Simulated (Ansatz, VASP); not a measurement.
# One calculation of Mn, two programs

The input INCAR:

```
SYSTEM = Mn
  PREC = Accurate
  ENCUT = 520
  EDIFF = 1E-6
  ISMEAR = -1
  SIGMA = 0.1
  LREAL = .False.
  LASPH = .True.
  NELM = 100
  ALGO = Normal
  ISIF = 2
  LWAVE = .False.
  LCHARG = .False.
  GGA = RP
  NBANDS = 12
```

Contents of KPOINTS:

```
regular mesh
0
Gamma
  15 15 15
  0 0 0
```

File POSCAR:

```
Mn
1.0
    2.2393656220      0.0000000000      0.0000000000
    0.0000000000      2.2393656220      0.0000000000
    0.0000000000      0.0000000000      2.2393656220
Mn
1
Direct
    0.0000000000      0.0000000000      0.0000000000
```

Input for Ansatz:

```yaml
crystal:
  lattice:
    - [2.239365622, 0.0, 0.0]
    - [0.0, 2.239365622, 0.0]
    - [0.0, 0.0, 2.239365622]
  atoms:
    - { symbol: Mn, position: [0.0, 0.0, 0.0] }
hamiltonian:
  xc: rpbe
  pseudopotentials:
    kind: paw
    azcp:
      Mn: "pseudopotentials/Mn.paw.azcp"
basis:
  ecutwfc: 420
  fft_grid_basis: typed
kpoints:
  mp_grid: { grid: [15, 15, 15], shift: [0, 0, 0] }
magnetization:
  spin_polarized: false
scf:
  occupations: { method: fermi_dirac, width: 0.1 }
  lower_state_search: "off"
output:
  stress: true
  write_density: true
  write_potential: true
  elf: true
  volumetric_format: npy
```

Alike in both runs: task single point; functional RPBE; k mesh 15 × 15 × 15; occupations fermi-dirac, width 0.1 eV; no spin polarisation.

|  | VASP | Ansatz |
| --- | --- | --- |
| version | VASP 6.6.1 | Ansatz 0.2.0 |
| potentials or method | VASP PAW PBE potentials, release 64 (Mn_pv), cutoff 520 eV | plane waves (420 eV) with PAW, scalar-relativistic |
| valence electrons in the cell | 13 | 15 |

VASP gave:

* pressure (GPa): 20.0

Question: Which values does Ansatz return?

Answer: Pressure (GPa): 19.5.

VASP's potentials were made for PBE, not for RPBE. The functional is the same, so the differences come from potentials, cutoffs and numerics. VASP's potentials hold 13 valence electrons a cell and Ansatz's 15, so a difference there can come from the potentials and not from the codes.
